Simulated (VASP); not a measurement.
# KTaO3 (a cell with a defect) in VASP: a series of runs

KTaO3 (a cell with a defect) is run at these levels: PBEsol, HSE06; tasks: single point.

Program: VASP 6.6.1. These are calculated values, not measurements. Logs are shortened: lines on timing, memory, paths and dates and some standing lists are left out, and cuts for length are marked.

### 1 The cell of the first run

The cell holds a defect, 40 atoms: a = 7.971 Å, b = 7.971 Å, c = 7.971 Å, α = 90.00°, β = 90.00°, γ = 90.00°.

### 2 Single point, PBEsol

INCAR

```
PREC = Accurate ; ENCUT = 520
EDIFF = 1E-6 ; ISMEAR = -1
SIGMA = 0.05 ; LREAL = Auto
LASPH = True ; NELM = 120
ALGO = Normal ; ISIF = 2
LWAVE = False ; LCHARG = False
GGA = PS ; ISYM = -1
NBANDS = 178 ; GGA_COMPAT = False
```

KPOINTS

```
explicit points
1
Reciprocal
  0.25000000   0.25000000   0.25000000 1
```

POSCAR

```
KTaO3
1.0
    7.9708780000      0.0000000000      0.0000000000
    0.0000000000      7.9708780000      0.0000000000
    0.0000000000      0.0000000000      7.9708780000
Ta K O
8 8 24
Direct
    0.1152550000      0.0463590000      0.0076860000
    0.2682550000      0.2678230000      0.7459280000
    0.2497210000      0.7529440000      0.2549280000
    0.2507040000      0.7549210000      0.7490820000
    0.7508250000      0.2482470000      0.2588720000
    0.7601130000      0.2460880000      0.7616260000
    0.7534360000      0.7543170000      0.2545510000
    0.7524470000      0.7519500000      0.7528030000
    0.9988240000      0.9960880000      0.4997520000
    0.9886220000      0.5041410000      0.9993600000
    0.9918210000      0.5138790000      0.5032710000
    0.5208400000      0.9970010000      0.0114940000
    0.4974010000      0.0020590000      0.4930860000
    0.5069910000      0.4961900000      0.0122650000
    0.5108490000      0.5017350000      0.4924530000
    0.2375450000      0.2860550000      0.2797540000
    0.2757980000      0.2162600000      0.9895040000
    0.1688640000      0.2548420000      0.5468850000
    0.1874160000      0.8014210000      0.9885800000
    0.2534120000      0.7427390000      0.5025830000
    0.7148950000      0.2524180000      0.9932220000
    0.7940300000      0.2467000000      0.5022760000
    0.7545550000      0.7477170000      0.0007610000
    0.7306810000      0.7395150000      0.5038890000
    0.9729800000      0.1602520000      0.1539110000
    0.9989610000      0.2009900000      0.8219970000
    0.9942430000      0.7594220000      0.2700100000
    0.9918120000      0.7531380000      0.7321330000
    0.5270850000      0.2460350000      0.2754050000
    0.5031680000      0.2557940000      0.7134770000
    0.4961490000      0.7471050000      0.2440900000
    0.4897280000      0.7411090000      0.7658840000
    0.2432650000      0.9943680000      0.2127430000
    0.2476910000      0.0013220000      0.7563070000
    0.2397070000      0.5448040000      0.1714440000
    0.2413380000      0.5068920000      0.7760290000
    0.7360550000      0.9891180000      0.2647430000
    0.7326670000      0.9942150000      0.7453620000
    0.7725800000      0.4927220000      0.2503510000
    0.7610050000      0.4919270000      0.7495460000
```

Potentials or basis: VASP PAW PBE potentials, release 64 (Ta_pv, K_sv, O).

Command:

```
> cat potpaw_PBE.64/Ta_pv/POTCAR potpaw_PBE.64/K_sv/POTCAR potpaw_PBE.64/O/POTCAR > POTCAR
> mpirun -np 1 vasp_std > vasp.out
```

OUTCAR:

```text
PREC = Accurate
   ENCUT = 520
   EDIFF = 1E-6
   ISMEAR = -1
   LREAL = Auto
   LASPH = True
   NELM = 120
   ISIF = 2
   GGA = PS
   ISYM = -1

 ion  position               nearest neighbor table
   1  0.115  0.046  0.008-  25 1.86  17 1.87  33 1.97  19 2.04  26 2.14  34 2.29   2 2.99  16 3.05
                             3 3.24  12 3.26   4 3.29
   2  0.268  0.268  0.746-  18 1.78  30 1.89  36 1.93  17 1.99  34 2.13  26 2.29   1 2.99  15 3.36
                            14 3.38  13 3.45  11 3.53  10 3.55   9 3.63  12 3.63
   3  0.250  0.753  0.255-  35 1.79  33 1.95  31 1.97  20 1.98  27 2.04  19 2.21   1 3.24  13 3.38
                             9 3.40  11 3.43  15 3.45  14 3.48  12 3.50  10 3.52
   4  0.251  0.755  0.749-  32 1.91  34 1.97  20 1.97  36 1.99  19 2.01  28 2.07   1 3.29   9 3.42
                            11 3.43  13 3.45  10 3.51  15 3.54  12 3.57  14 3.58
   5  0.751  0.248  0.259-  29 1.79  39 1.96  22 1.97  37 2.07  25 2.08  21 2.14  15 3.35  12 3.36
                            13 3.38  14 3.40   9 3.41  11 3.46  10 3.47
   6  0.760  0.246  0.762-  21 1.88  40 1.96  26 2.00  38 2.02  22 2.08  30 2.09  10 3.34  12 3.40
                             9 3.46  14 3.47  11 3.49  15 3.56  13 3.57
   7  0.753  0.754  0.255-  37 1.88  27 1.92  24 2.00  23 2.02  31 2.05  39 2.09  12 3.31  11 3.35
                             9 3.37  15 3.37  10 3.41  13 3.42  14 3.44
   8  0.752  0.752  0.753-  28 1.92  38 1.94  23 1.98  24 1.99  40 2.07  32 2.10  11 3.35  10 3.36
                            12 3.39   9 3.42  15 3.46  14 3.50  13 3.52
   9  0.999  0.996  0.500-  18 2.50  22 2.58  27 2.63  28 2.68  37 2.81  34 2.85  20 2.86  38 2.89
                             7 3.37   3 3.40   5 3.41   4 3.42   8 3.42   6 3.46  16 3.47   2 3.63
  10  0.989  0.504  0.999-  35 2.45  39 2.64  36 2.69  23 2.69  40 2.70  26 2.80  19 2.85   6 3.34
                             8 3.36   7 3.41  16 3.46   5 3.47   4 3.51   3 3.52   2 3.55
  11  0.992  0.514  0.503-  18 2.52  28 2.64  22 2.65  39 2.67  40 2.70  27 2.70  24 2.75  20 2.77
                            16 3.21   8 3.35   7 3.35   3 3.43   4 3.43   5 3.46   6 3.49   2 3.53
  12  0.521  0.997  0.011-  21 2.56  17 2.63  37 2.65  38 2.71  23 2.73  31 2.73  33 2.73  32 2.84
                             1 3.26   7 3.31   5 3.36   8 3.39   6 3.40   3 3.50   4 3.57   2 3.63
  13  0.497  0.002  0.493-  29 2.62  37 2.63  30 2.68  38 2.75  24 2.80  20 2.84  31 2.84   5 3.38
                             3 3.38   7 3.42   2 3.45   4 3.45  16 3.51   8 3.52   6 3.57
  14  0.507  0.496  0.012-  35 2.51  21 2.56  31 2.72  32 2.77  23 2.81  36 2.83  39 2.84   2 3.38
                             5 3.40   7 3.44  16 3.46   6 3.47   3 3.48   8 3.50   4 3.58
  15  0.511  0.502  0.492-  24 2.58  30 2.64  29 2.68  31 2.79  20 2.81  39 2.84  40 2.86  16 3.25
                             5 3.35   2 3.36   7 3.37   3 3.45   8 3.46   4 3.54   6 3.56
  16  0.238  0.286  0.280-  18 2.21  35 2.24  29 2.33  33 2.39  17 2.40  25 2.54   1 3.05  11 3.21
                            15 3.25  10 3.46  14 3.46   9 3.47  13 3.51
  17  0.276  0.216  0.990-   1 1.87   2 1.99  16 2.40  12 2.63
  18  0.169  0.255  0.547-   2 1.78  16 2.21   9 2.50  11 2.52
  19  0.187  0.801  0.989-   4 2.01   1 2.04   3 2.21  10 2.85
  20  0.253  0.743  0.503-   4 1.97   3 1.98  11 2.77  15 2.81  13 2.84   9 2.86
  21  0.715  0.252  0.993-   6 1.88   5 2.14  14 2.56  12 2.56
  22  0.794  0.247  0.502-   5 1.97   6 2.08   9 2.58  11 2.65
  23  0.755  0.748  0.001-   8 1.98   7 2.02  10 2.69  12 2.73  14 2.81
  24  0.731  0.740  0.504-   8 1.99   7 2.00  15 2.58  11 2.75  13 2.80
  25  0.973  0.160  0.154-   1 1.86   5 2.08  16 2.54
  26  0.999  0.201  0.822-   6 2.00   1 2.14   2 2.29  10 2.80
  27  0.994  0.759  0.270-   7 1.92   3 2.04   9 2.63  11 2.70
  28  0.992  0.753  0.732-   8 1.92   4 2.07  11 2.64   9 2.68
  29  0.527  0.246  0.275-   5 1.79  16 2.33  13 2.62  15 2.68
  30  0.503  0.256  0.713-   2 1.89   6 2.09  15 2.64  13 2.68
  31  0.496  0.747  0.244-   3 1.97   7 2.05  14 2.72  12 2.73  15 2.79  13 2.84
  32  0.490  0.741  0.766-   4 1.91   8 2.10  14 2.77  12 2.84
  33  0.243  0.994  0.213-   3 1.95   1 1.97  16 2.39  12 2.73
  34  0.248  0.001  0.756-   4 1.97   2 2.13   1 2.29   9 2.85
  35  0.240  0.545  0.171-   3 1.79  16 2.24  10 2.45  14 2.51
  36  0.241  0.507  0.776-   2 1.93   4 1.99  10 2.69  14 2.83
  37  0.736  0.989  0.265-   7 1.88   5 2.07  13 2.63  12 2.65   9 2.81
  38  0.733  0.994  0.745-   8 1.94   6 2.02  12 2.71  13 2.75   9 2.89
  39  0.773  0.493  0.250-   5 1.96   7 2.09  10 2.64  11 2.67  15 2.84  14 2.84
  40  0.761  0.492  0.750-   6 1.96   8 2.07  10 2.70  11 2.70  15 2.86

IMPORTANT INFORMATION: All symmetrisations will be switched off!
NOSYMM: (Re-)initialisation of all symmetry stuff for point group C_1.

----------------------------------------------------------------------------------------

                                     Primitive cell

  volume of cell :     506.4289

  direct lattice vectors                    reciprocal lattice vectors
     7.970878000  0.000000000  0.000000000     0.125456694  0.000000000  0.000000000
     0.000000000  7.970878000  0.000000000     0.000000000  0.125456694  0.000000000
     0.000000000  0.000000000  7.970878000     0.000000000  0.000000000  0.125456694

  length of vectors
     7.970878000  7.970878000  7.970878000     0.125456694  0.125456694  0.125456694

  position of ions in fractional coordinates (direct lattice)
     0.115255000  0.046359000  0.007686000
     0.268255000  0.267823000  0.745928000
     0.249721000  0.752944000  0.254928000
     0.250704000  0.754921000  0.749082000
     0.750825000  0.248247000  0.258872000
     0.760113000  0.246088000  0.761626000
[... 32 lines left out ...]
     0.772580000  0.492722000  0.250351000
     0.761005000  0.491927000  0.749546000

  ion indices of the primitive-cell ions
   primitive index   ion index
                 1           1
                 2           2
                 3           3
                 4           4
                 5           5
                 6           6
[... 32 lines left out ...]
                39          39
                40          40

----------------------------------------------------------------------------------------

 KPOINTS: explicit points

Read explicit list of k-points.

 Found      1 k-points:

 Following reciprocal coordinates:
            Coordinates               Weight
  0.250000  0.250000  0.250000      1.000000
   k-points           NKPTS =      1   k-points in BZ     NKDIM =      1   number of bands    NBANDS=    178
   number of dos      NEDOS =    301   number of ions     NIONS =     40
   total plane-waves  NPLWV = 216000
   dimension x,y,z NGX =    60 NGY =   60 NGZ =   60
   dimension x,y,z NGXF=   120 NGYF=  120 NGZF=  120
   ions per type =               8   8  24
   NGX,Y,Z   is equivalent  to a cutoff of  12.51, 12.51, 12.51 a.u.
   NGXF,Y,Z  is equivalent  to a cutoff of  25.03, 25.03, 25.03 a.u.
 SYSTEM =  unknown system
   PREC   = accura    normal or accurate (medium, high low for compatibility)
   ISTART =      0    job   : 0-new  1-cont  2-samecut
   ICHARG =      2    charge: 1-file 2-atom 10-const
   ISPIN  =      1    spin polarized calculation?
   LNONCOLLINEAR =      F non collinear calculations
   LSORBIT =      F    spin-orbit coupling
   LASPH  =      T    aspherical Exc in radial PAW
   ENCUT  =  520.0 eV  38.22 Ry    6.18 a.u.  14.82 14.82 14.82*2*pi/ulx,y,z
   NELM   =    120;   NELMIN=  2; NELMDL= -5     # of ELM steps
   EDIFF  = 0.1E-05   stopping-criterion for ELM
   LREAL  =      T    real-space projection
   EDIFFG = 0.1E-04   stopping-criterion for IOM
   NSW    =      0    number of steps for IOM
   IBRION =     -1    ionic relax: 0-MD 1-quasi-New 2-CG
   NFREE  =      0    steps in history (QN), initial steepest desc. (CG)
   ISIF   =      2    stress and relaxation
   ISYM   =     -1    0-nonsym 1-usesym 2-fastsym
   POTIM  = 0.5000    time-step for ionic-motion
   TEBEG  =    0.0;   TEEND  =   0.0 temperature during run
   PSTRESS=    0.0 pullay stress
   NELECT =     304.0000    total number of electrons
   NUPDOWN=      -1.0000    fix difference up-down
   EMIN   =  10.00;   EMAX   =-10.00  energy-range for DOS
   EFERMI =   0.00;   METHOD = LEGACY
   ISMEAR =    -1;   SIGMA  =   0.05  broadening in eV -4-tet -1-fermi 0-gaus
   EFERMI_NEDOS =   21; number of points for ismear=-14 and -15
   IALGO  =     38    algorithm
   IMIX   =      4    mixing-type and parameters
     AMIX     =   0.40;   BMIX     =  1.00
     AMIX_MAG =   1.60;   BMIX_MAG =  1.00
  volume/ion in A,a.u.               =      12.66        85.44
  Fermi-wavevector in a.u.,A,eV,Ry     =   1.380998  2.609709 25.948443  1.907157
  Thomas-Fermi vector in A             =   2.505824
   LORBIT       =      0    0 simple, 1 ext, 2 COOP (PROOUT), +10 PAW based schemes
   GGA     = PS    functional components
   LHFCALC =     F    Hartree Fock is set to
   AEXX    =    0.0000 exact exchange contribution
   IVDW    =     0    specifies the selected vdW correction
   LEPSILON=     F    determine dielectric tensor
   LRPA    =     F    only Hartree local field effects (RPA)
 non-spin polarized calculation
  energy-cutoff  :      520.00
  volume of cell :      506.43
 maximum number of plane-waves:     13601
 NGX is ok and might be reduce to    60
   NGX = 29   NGY = 29   NGZ = 29

 number of electron     304.0000026 magnetization

 Free energy of the ion-electron system (eV)
  ---------------------------------------------------
  ext. energy  EPLUGINS =         0.00000000
  ---------------------------------------------------
  free energy    TOTEN  =      -336.75350817 eV

  energy without entropy =     -336.75350817  energy(sigma->0) =     -336.75350817

 E-fermi :   3.0384     XC(G=0): -11.0973

 val. band max:        1.7218733270   @ k =   0.2500   0.2500   0.2500
 cond. band min:       4.7814728004   @ k =   0.2500   0.2500   0.2500
 fundamental gap:      3.0595994734
 Fermi energy:         3.0383668978

 k-point     1 :       0.2500    0.2500    0.2500
  band No.  band energies     occupation
      1     -33.0157      2.00000
      2     -32.8367      2.00000
      3     -32.7631      2.00000
      4     -32.7158      2.00000
      5     -32.6718      2.00000
      6     -32.6427      2.00000
[... 156 lines left out ...]
    163       6.3389      0.00000
    164       6.4938      0.00000
 [bands above 164 left out]

------------------------ aborting loop because EDIFF is reached ----------------------------------------

  FORCE on cell =-STRESS in cart. coord.  units (eV):
  Direction    XX          YY          ZZ          XY          YZ          ZX
  --------------------------------------------------------------------------------------
  -------------------------------------------------------------------------------------
  Total       22.3074070     25.1801012     22.7674276      6.1896038     -3.0909589     -1.0160340
  in kB       70.5734238     79.6616996     72.0287804     19.5819054     -9.7787946     -3.2144032
  external PRESSURE =      74.0879679 kB  Pullay stress =       0.0000000 kB

 VOLUME and BASIS-vectors are now :
 -----------------------------------------------------------------------------
  energy-cutoff  :      520.00
  volume of cell :      506.43
      direct lattice vectors                 reciprocal lattice vectors
     7.970878000  0.000000000  0.000000000     0.125456694  0.000000000  0.000000000
     0.000000000  7.970878000  0.000000000     0.000000000  0.125456694  0.000000000
     0.000000000  0.000000000  7.970878000     0.000000000  0.000000000  0.125456694

 POSITION                                       TOTAL-FORCE (eV/Angst)
 -----------------------------------------------------------------------------------
      0.91868      0.36952      0.06126        -0.095879     -0.150739     -0.120315
      2.13823      2.13478      5.94570         0.017665     -0.037833      0.206780
      1.99050      6.00162      2.03200        -0.019808      0.169356      0.064023
      1.99833      6.01738      5.97084        -0.049123     -0.039285     -0.000035
      5.98473      1.97875      2.06344         0.249012     -0.040747     -0.063705
      6.05877      1.96154      6.07083        -0.004016     -0.024474     -0.116752
[... 32 lines left out ...]
      6.15814      3.92743      1.99552         0.000169      0.045141     -0.003937
      6.06588      3.92109      5.97454        -0.007380      0.045228     -0.004953
 -----------------------------------------------------------------------------------
    total drift:                                0.011791      0.009849     -0.014647

  FREE ENERGIE OF THE ION-ELECTRON SYSTEM (eV)
  ---------------------------------------------------
  free  energy   TOTEN  =      -336.7535081704 eV

  energy  without entropy=     -336.7535081704  energy(sigma->0) =     -336.75350817
```

Run time: 1.8 min. Hardware: 1 thread of Intel Xeon 6975P-C (Granite Rapids), shared host; peak memory 0.5 GiB.

What came out:

| Item | Value |
| --- | --- |
| Free energy | -336.7535 eV |
| Pressure | 7.4 GPa |
| Largest force | 0.260 eV/Å |
| Band gap on the k mesh | 3.06 eV |

Forces in eV/Å, atoms in the order of the input:
```
Ta  -0.096 -0.151 -0.120
Ta   0.018 -0.038  0.207
Ta  -0.020  0.169  0.064
Ta  -0.049 -0.039  0.000
Ta   0.249 -0.041 -0.064
Ta  -0.004 -0.024 -0.117
Ta  -0.052 -0.120 -0.023
Ta  -0.074 -0.062  0.003
K    0.003 -0.012  0.001
K    0.003 -0.005 -0.002
K    0.008 -0.006 -0.010
K   -0.017 -0.014 -0.007
K   -0.019 -0.007  0.005
K    0.006 -0.004 -0.006
K   -0.002  0.007  0.000
K   -0.009  0.024  0.009
O    0.125  0.109  0.037
O   -0.128 -0.030 -0.195
O    0.015 -0.049  0.056
O    0.004 -0.007  0.001
O   -0.010  0.001  0.134
O   -0.004  0.002  0.043
O    0.005  0.005  0.019
O   -0.003  0.006 -0.006
O   -0.090  0.068  0.084
O    0.027  0.008 -0.020
O    0.064 -0.007 -0.005
O    0.081  0.009  0.003
O   -0.238  0.000  0.017
O    0.091 -0.007 -0.012
O    0.025 -0.006 -0.007
O    0.073 -0.008  0.008
O    0.046  0.048  0.036
O    0.006  0.069 -0.022
O   -0.014 -0.203 -0.109
O   -0.006  0.042  0.008
O   -0.001  0.118  0.005
O   -0.009  0.062 -0.005
O    0.000  0.045 -0.004
O   -0.007  0.045 -0.005
```

Stress tensor (GPa, compression positive):
```
 7.06  1.96 -0.32
 1.96  7.97 -0.98
-0.32 -0.98  7.20
```

Levels at points of the mesh, in eV from the valence-band top:
```
           k point  band 149  band 150  band 151  band 152  band 153  band 154  band 155  band 156
(0.25, 0.25, 0.25)     -0.38     -0.27     -0.20      0.00      3.06      3.12      3.24      3.34
```

Caveat: the PAW data sets were made with another functional, which shifts forces and pressure a little; spin-orbit coupling is left out, which moves the levels of the heavy elements.

### 3 Single point, HSE06

POSCAR is that of step 2.

INCAR.step1

```
SYSTEM = KTaO3
PREC = Accurate ; ENCUT = 520
EDIFF = 1E-5 ; ISMEAR = -1
SIGMA = 0.05 ; LREAL = Auto
LASPH = .TRUE. ; NELM = 120
ALGO = Normal ; ISIF = 2
LWAVE = .TRUE. ; LCHARG = .FALSE.
GGA = PE ; ISYM = -1
NBANDS = 178 ; GGA_COMPAT = .FALSE.
```

INCAR.step2

```
SYSTEM = KTaO3
PREC = Accurate ; ENCUT = 520
EDIFF = 1E-6 ; ISMEAR = -1
SIGMA = 0.05 ; LREAL = Auto
LASPH = .TRUE. ; NELM = 120
ALGO = Normal ; ISIF = 2
LWAVE = .FALSE. ; LCHARG = .FALSE.
GGA = PE ; LHFCALC = .TRUE.
HFSCREEN = 0.2079 ; PRECFOCK = Fast
ISTART = 1 ; ISYM = -1
NBANDS = 178 ; GGA_COMPAT = .FALSE.
```

KPOINTS is that of step 2.

Potentials or basis: VASP PAW PBE potentials, release 64 (Ta_pv, K_sv, O).

Command:

```
> cat potpaw_PBE.64/Ta_pv/POTCAR potpaw_PBE.64/K_sv/POTCAR potpaw_PBE.64/O/POTCAR > POTCAR
> cp INCAR.step1 INCAR
> mpirun -np 1 vasp_std > vasp.out
> cp INCAR.step2 INCAR
> mpirun -np 1 vasp_std > vasp.out
```

Wall time 9.8 min (1 thread of Intel Xeon 6975P-C (Granite Rapids), shared host); peak memory 0.78 GiB.

Results (log left out):

| Quantity | Value |
| --- | --- |
| Free energy | -389.2134 eV |
| Pressure | 7.1 GPa |
| Largest force | 0.507 eV/Å |
| Band gap on the k mesh | 4.57 eV |

Forces in eV/Å, atoms in the order of the input:
```
Ta   0.023  0.224  0.268
Ta  -0.084 -0.016 -0.234
Ta  -0.007 -0.240 -0.160
Ta   0.067 -0.141 -0.079
Ta  -0.325 -0.074 -0.018
Ta  -0.100  0.017  0.120
Ta   0.031  0.108  0.010
Ta   0.046  0.015 -0.026
K    0.020 -0.001 -0.021
K    0.018 -0.029  0.013
K    0.037 -0.024 -0.041
K   -0.034  0.000 -0.003
K   -0.055  0.008 -0.004
K   -0.002 -0.028 -0.006
K   -0.038 -0.022 -0.018
K   -0.005  0.036  0.030
O   -0.166 -0.130 -0.230
O    0.252  0.034  0.438
O    0.022  0.154 -0.073
O    0.001  0.032  0.068
O    0.069  0.005 -0.223
O   -0.062  0.018  0.011
O    0.018  0.032 -0.062
O    0.049  0.039  0.053
O    0.097 -0.089 -0.102
O   -0.001 -0.032 -0.007
O   -0.094  0.002 -0.045
O   -0.027  0.044  0.071
O    0.482  0.045 -0.024
O   -0.077  0.011  0.066
O   -0.003  0.002  0.030
O   -0.146  0.041 -0.012
O   -0.086 -0.216 -0.109
O   -0.050 -0.066  0.106
O    0.035  0.453  0.216
O    0.040  0.057 -0.056
O    0.032 -0.186 -0.001
O    0.065 -0.040  0.025
O   -0.020 -0.018  0.013
O   -0.022 -0.027  0.018
```

Stress tensor (GPa, compression positive):
```
 6.70  2.24 -0.33
 2.24  7.60 -1.18
-0.33 -1.18  6.89
```

Levels at points of the mesh, in eV from the valence-band top:
| k point | band 148 | band 149 | band 150 | band 151 | band 152 | band 153 | band 154 | band 155 | band 156 | band 157 |
| --- | --- | --- | --- | --- | --- | --- | --- | --- | --- | --- |
| (0.25, 0.25, 0.25) | -0.49 | -0.41 | -0.29 | -0.22 | 0.00 | 4.57 | 4.64 | 4.76 | 4.86 | 5.13 |

Caveat: the PAW data sets were made with another functional, which shifts forces and pressure a little; spin-orbit coupling is left out, which moves the levels of the heavy elements.
